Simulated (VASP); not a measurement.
CdS5:

```
Cd S
1.0
     2.97000   -2.97000    0.00000
     2.97000    2.97000    0.00000
     0.00000    0.00000    7.65000
Cd S
1 5
Direct
  0.00000 0.00000 0.00000
  0.75400 0.12800 0.70600
  0.02000 0.98000 0.50000
  0.87200 0.24600 0.29400
  0.50000 0.00000 0.19000
  0.00000 0.50000 0.81000
```

- Program: VASP 6.6.1
- Task: relaxation of cell and atoms
- Functional: PBE
- Potentials or basis: VASP PAW PBE potentials, release 64 (Cd, S)
- Cutoff: 600 eV
- k mesh: 4 × 4 × 2
- Occupations: gaussian, width 0.2 eV
- Spin: no spin polarisation

At the start: pressure 11.6 GPa; volume 22.49 Å³/atom.

Question: Where does the relaxation end?

Answer: Over 29 steps the energy falls by 435.8 meV/atom and the volume is 28.64 Å³/atom (+27.3 %); space group C2 (No. 5, to 0.1 Å) before and after.

Step by step:
```
step  energy change (eV)  largest force (eV/Å)  pressure (GPa)  volume (Å³)
   1              0.0000                2.3855           11.56       134.96
   2             -0.6158                2.4565           -4.81       169.10
   3             -0.8962                1.4791           -0.63       155.10
   4             -1.3658                1.2529           -0.72       159.53
   5             -1.7381                0.8185           -0.02       165.86
   6             -1.5087                2.5944            2.81       178.23
   7             -1.8007                1.1176            0.83       170.08
   8             -1.9720                1.1784           -1.73       179.49
   9             -1.9720                1.1706           -1.71       179.41
  10             -2.1779                0.7351           -0.36       175.77
  11             -2.2290                1.1767            0.81       172.37
  12             -2.3302                0.5277           -0.57       172.36
  13             -2.3349                0.5341           -0.92       172.32
  14             -2.3981                0.5327           -0.76       169.60
  15             -2.4837                0.6197           -0.03       162.80
  16             -2.4846                0.6317            0.16       161.52
  17             -2.5262                0.4091            0.19       160.00
  18             -2.5286                0.4129            0.23       159.54
  19             -2.5585                0.2111            0.51       160.15
  20             -2.5696                0.1745            0.82       160.80
  21             -2.5842                0.1596           -0.12       164.61
  22             -2.5842                0.1559           -0.11       164.55
  23             -2.5957                0.0991            0.05       166.25
  24             -2.5991                0.2340            0.22       167.78
  25             -2.6050                0.1355           -0.14       170.28
  26             -2.6050                0.1236           -0.13       170.16
  27             -2.6091                0.0859           -0.07       170.54
  28             -2.6122                0.1002            0.03       171.24
  29             -2.6148                0.0695           -0.05       171.86
```

Final structure:
```xyz
6
Lattice="2.8496 -3.4008 -0.3314 2.8496 3.4008 -0.3314 -1.1680 0.0000 9.0030" Properties=species:S:1:pos:R:3 pbc="T T T"
Cd    2.8496    3.1983   -0.3314
S     1.7534   -1.7889    5.7810
S     2.2656   -2.9815    4.1701
S     2.7778   -1.7889    2.5591
S     4.1253    1.1840    0.8286
S     0.4059    1.1840    7.5116
```

Caveat: the volume moved by over 15 % at a fixed basis, so the end points are rough; the relaxation stopped at a loose force limit of 0.08 eV/Å, so its end isn't a converged minimum.
